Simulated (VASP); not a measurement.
# Zn in VASP: settings compared, part 2 of 2

VASP 6.6.1. The steps go on from the part before.

### Step 3. Single point, PBEsol

This run uses another cell than the first one, of 15.45 Å³/atom, 1.042 times its volume.

The input, INCAR:

```
SYSTEM = Zn
PREC = Accurate
ENCUT = 520
EDIFF = 1E-7
ISMEAR = -1
SIGMA = 0.05
LREAL = .False.
LASPH = .True.
NELM = 60
ALGO = Fast
ISIF = 2
LWAVE = .False.
LCHARG = .True.
GGA = PS
LELF = .True.
LVHAR = .True.
NBANDS = 12
```

The input, KPOINTS:

```
Automatic mesh
0
Gamma
  12 12 12
  0 0 0
```

The input, POSCAR:

```
Zn
1.0
   -1.6013916823      1.6013916823      1.5062755200
    1.6013916823     -1.6013916823      1.5062755200
    1.6013916823      1.6013916823     -1.5062755200
Zn
1
Direct
    0.0000000000      0.0000000000      0.0000000000
```

Potentials or basis: VASP PAW PBE potentials, release 64 (Zn).

On the command line:

```
$ cat potpaw_PBE.64/Zn/POTCAR > POTCAR
$ mpirun -np 1 vasp_std > vasp.out
```

OUTCAR:

```text
SYSTEM = Zn
   PREC = Accurate
   ENCUT = 520
   EDIFF = 1E-7
   ISMEAR = -1
   LREAL = .False.
   LASPH = .True.
   NELM = 60
   ISIF = 2
   GGA = PS

 ion  position               nearest neighbor table
   1  0.000  0.000  0.000-

  LATTYP: Found a body centered tetragonal cell.
 ALAT       =     3.2027833646
 C/A-ratio  =     0.9406040612

  Lattice vectors:

 A1 = (  -1.6013916823,   1.6013916823,   1.5062755200)
 A2 = (   1.6013916823,  -1.6013916823,   1.5062755200)
 A3 = (   1.6013916823,   1.6013916823,  -1.5062755200)

Analysis of symmetry for initial positions (statically):
=====================================================================
 Subroutine PRICEL returns:
 Original cell was already a primitive cell.

 Routine SETGRP: Setting up the symmetry group for a
 body centered tetragonal supercell.

 Subroutine GETGRP returns: Found 16 space group operations
 (whereof 16 operations were pure point group operations)
 out of a pool of 16 trial point group operations.

The static configuration has the point symmetry D_4h.

Analysis of symmetry for dynamics (positions and initial velocities):
=====================================================================
 Subroutine PRICEL returns:
 Original cell was already a primitive cell.

 Routine SETGRP: Setting up the symmetry group for a
 body centered tetragonal supercell.

 Subroutine GETGRP returns: Found 16 space group operations
 (whereof 16 operations were pure point group operations)
 out of a pool of 16 trial point group operations.

The dynamic configuration has the point symmetry D_4h.

 Subroutine INISYM returns: Found 16 space group operations
 (whereof 16 operations are pure point group operations),
 and found     1 'primitive' translations

----------------------------------------------------------------------------------------

                                     Primitive cell

  volume of cell :      15.4511

[... 108 lines left out ...]
  Fermi-wavevector in a.u.,A,eV,Ry     =   1.504811  2.843681 30.809811  2.264457
  Thomas-Fermi vector in A             =   2.615742
   LORBIT       =      0    0 simple, 1 ext, 2 COOP (PROOUT), +10 PAW based schemes
   GGA     = PS    functional components
   LHFCALC =     F    Hartree Fock is set to
   AEXX    =    0.0000 exact exchange contribution
   IVDW    =     0    specifies the selected vdW correction
   LEPSILON=     F    determine dielectric tensor
   LRPA    =     F    only Hartree local field effects (RPA)
 non-spin polarized calculation
 RMM-DIIS sequential band-by-band and
  energy-cutoff  :      520.00
  volume of cell :       15.45
 maximum number of plane-waves:       428
   NGX = 11   NGY = 11   NGZ = 11

 number of electron      12.0000004 magnetization

 Free energy of the ion-electron system (eV)
  ---------------------------------------------------
  ext. energy  EPLUGINS =         0.00000000
  ---------------------------------------------------
  free energy    TOTEN  =        -1.47475922 eV

  energy without entropy =       -1.47174657  energy(sigma->0) =       -1.47325290

 E-fermi :   2.9537     XC(G=0): -11.6302

 val. band max:        2.9292476238   @ k =   0.3333   0.2500   0.0833
 cond. band min:       2.9897545194   @ k =   0.4167   0.0833   0.0000
 fundamental gap:      0.0605068956
 Fermi energy:         2.9536604205

 k-point     1 :       0.0000    0.0000    0.0000
  band No.  band energies     occupation
      1      -7.4364      2.00000
      2      -4.8800      2.00000
      3      -4.7645      2.00000
      4      -4.7645      2.00000
      5      -4.3695      2.00000
      6      -4.2630      2.00000
      7      21.1730      0.00000
      8      21.1730      0.00000
      9      22.4881      0.00000
     10      23.7288      0.00000
     11      23.7288      0.00000
     12      23.9657      0.00000
[... 331 lines left out ...]
 k-point    24 :      -0.4167    0.1667    0.0000
  band No.  band energies     occupation
      1      -5.2085      2.00000
      2      -4.9964      2.00000
      3      -4.5872      2.00000
      4      -4.3738      2.00000
      5      -4.2719      2.00000
      6      -2.6140      2.00000
      7       8.4116      0.00000
      8       9.8622      0.00000
      9      15.3140      0.00000
     10      20.4330      0.00000
     11      24.8717      0.00000
     12      26.2909      0.00000

 [... further k-points ...]
[... 5 lines left out ...]
  --------------------------------------------------------------------------------------
  -------------------------------------------------------------------------------------
  Total       -0.3782559     -0.3782559     -0.6889978      0.0000000     -0.0000000      0.0000000
  in kB      -39.2226284    -39.2226284    -71.4445082      0.0000000     -0.0000000      0.0000000
  external PRESSURE =     -49.9632550 kB  Pullay stress =       0.0000000 kB

 VOLUME and BASIS-vectors are now :
 -----------------------------------------------------------------------------
  energy-cutoff  :      520.00
  volume of cell :       15.45
      direct lattice vectors                 reciprocal lattice vectors
    -1.601391682  1.601391682  1.506275520     0.000000000  0.312228423  0.331944583
     1.601391682 -1.601391682  1.506275520     0.312228423  0.000000000  0.331944583
     1.601391682  1.601391682 -1.506275520     0.312228423  0.312228423  0.000000000

 POSITION                                       TOTAL-FORCE (eV/Angst)
 -----------------------------------------------------------------------------------
      0.00000      0.00000      0.00000        -0.000000      0.000000      0.000000
 -----------------------------------------------------------------------------------
    total drift:                                0.000000     -0.000000     -0.000000

  FREE ENERGIE OF THE ION-ELECTRON SYSTEM (eV)
  ---------------------------------------------------
  free  energy   TOTEN  =        -1.4747592217 eV

  energy  without entropy=       -1.4717465713  energy(sigma->0) =       -1.47325290
```

OSZICAR:

```text
N       E                     dE             d eps       ncg     rms          rms(c)
DAV:   1     0.420637299565E+02    0.42064E+02   -0.65808E+03  4064   0.155E+03
DAV:   2    -0.305284180699E+00   -0.42369E+02   -0.39479E+02  4096   0.212E+02
DAV:   3    -0.160302130086E+01   -0.12977E+01   -0.12957E+01  4456   0.369E+01
DAV:   4    -0.160590382119E+01   -0.28825E-02   -0.28824E-02  4412   0.168E+00
DAV:   5    -0.160590599528E+01   -0.21741E-05   -0.21740E-05  4328   0.451E-02    0.281E+00
RMM:   6    -0.148399030119E+01    0.12192E+00   -0.30942E-01  4763   0.745E+00    0.218E+00
RMM:   7    -0.147813586144E+01    0.58544E-02   -0.99086E-03  4963   0.153E+00    0.106E+00
RMM:   8    -0.147481040353E+01    0.33255E-02   -0.17427E-03  4682   0.380E-01    0.646E-02
RMM:   9    -0.147476870363E+01    0.41700E-04   -0.49468E-04  5069   0.346E-01    0.607E-02
RMM:  10    -0.147475918032E+01    0.95233E-05   -0.31437E-05  4996   0.660E-02    0.479E-03
RMM:  11    -0.147475922317E+01   -0.42854E-07   -0.25853E-06  4825   0.181E-02    0.119E-03
RMM:  12    -0.147475922168E+01    0.14950E-08   -0.87359E-08  3291   0.392E-03
   1 F= -.14747592E+01 E0= -.14732529E+01  d E =-.301265E-02
```

stdout:

```text
POSCAR found type information on POSCAR Zn
 POSCAR found :  1 types and       1 ions
 scaLAPACK will be used
 -----------------------------------------------------------------------------
|                                                                             |
|                                                                             |
|     You enforced a specific xc type in the INCAR file but a different       |
|     I HOPE YOU KNOW WHAT YOU ARE DOING!                                     |
|                                                                             |
 -----------------------------------------------------------------------------

 LDA part: xc-table for (Slater+PW92), standard interpolation
 POSCAR, INCAR and KPOINTS ok, starting setup
 FFT: planning ... GRIDC
 FFT: planning ... GRID_SOFT
 FFT: planning ... GRID
 WAVECAR not read
 entering main loop
WARNING in EDDRMM: call to ZHEGV failed, returncode =   6  3     10
```

Run time: 20 s. Hardware: 1 thread of AMD EPYC 7R13 (Zen 3), shared host; peak memory 0.11 GiB.

What came out:

* Free energy: -1.4748 eV
* Pressure: -5.0 GPa
* Band gap on the k mesh: zero (band 6 reaches 6.47 eV, above the bottom of band 7 at 1.51 eV)

Levels at points of the mesh, in eV from the Fermi level:
```tsv
k point	band 4	band 5	band 6	band 7	band 8	band 9
(0.00, 0.00, 0.00)	-7.72	-7.32	-7.22	18.22	18.22	19.53
(0.50, 0.00, 0.00)	-7.17	-6.93	-2.57	-0.81	10.79	12.11
(0.50, 0.50, 0.00)	-7.26	-6.94	-2.92	-1.44	12.16	13.69
(0.50, 0.50, 0.50)	-7.02	-6.99	3.52	3.52	5.41	6.85
```

Caveat: the PAW data sets were made with another functional, which shifts forces and pressure a little.
